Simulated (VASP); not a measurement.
Set up this calculation in VASP 6.6.1, as the native input.

- Task: single point
- Functional: PBE
- Potentials or basis: VASP PAW PBE potentials, release 64 (Sn_d, O)
- Cutoff: 520 eV
- k mesh: 3 × 3 × 3
- Occupations: gaussian, width 0.02 eV
- Spin: no spin polarisation
- Dipole correction: no
- Further INCAR settings: ALGO = Normal; EDIFF = 1e-06; NBANDS = 67

The structure of Sn4O9 (a cell with a defect) lies in POSCAR:

```
Sn4O9
1.0
   -4.8265176369      0.0000000000      3.2381666580
    4.8265176369      0.0000000000      3.2381666580
    0.0000000000      4.8283676022     -3.2381666580
Sn O
4 9
Direct
    0.2532508484      0.7605130578      0.5006068715
    0.7463014791      0.2471420061      0.5068783493
   -0.0002201051     -0.0112249338     -0.0112149705
    0.4996790315      0.5017944283      0.0016947757
   -0.0578091403      0.3448668978      0.1956829052
    0.4997900397      0.8065424669      0.3065207793
    0.9387318878      0.7437830508      0.1767916344
    0.4432100436      0.2475352173      0.1956524602
    0.5563214419      0.7524815042      0.8041958111
    0.0606492333      0.2380000822      0.8049848976
    0.9997428810      0.6836275957      0.6835732637
    0.4997031132      0.1955241771      0.6953631696
    0.0576085547      0.2530492577      0.4025517856
```

The input as run:

INCAR

```
PREC = Accurate
ENCUT = 520
EDIFF = 1E-6
ISMEAR = 0
SIGMA = 0.02
LREAL = False
LASPH = True
NELM = 60
ALGO = Normal
ISIF = 2
LWAVE = False
LCHARG = True
GGA = PE
LELF = True
LVHAR = True
NBANDS = 67
```

KPOINTS

```
Automatic mesh
0
Gamma
  3 3 3
```

Potentials or basis: VASP PAW PBE potentials, release 64 (Sn_d, O).

Run with:

```sh
$ cat potpaw_PBE.64/Sn_d/POTCAR potpaw_PBE.64/O/POTCAR > POTCAR
$ mpirun -np 1 vasp_std > vasp.out
```

It gave:

| Item | Value |
| --- | --- |
| Pressure | 8.7 GPa |
| Largest force | 0.455 eV/Å |
| Band gap on the k mesh | 0.62 eV |

Caveat: the k points lie up to 0.45 Å⁻¹ apart; spin-orbit coupling is left out, which moves the levels of the heavy elements.

It used 510 s of CPU time on 1 thread of AMD EPYC 7R13 Processor (Zen 3) (shared host).
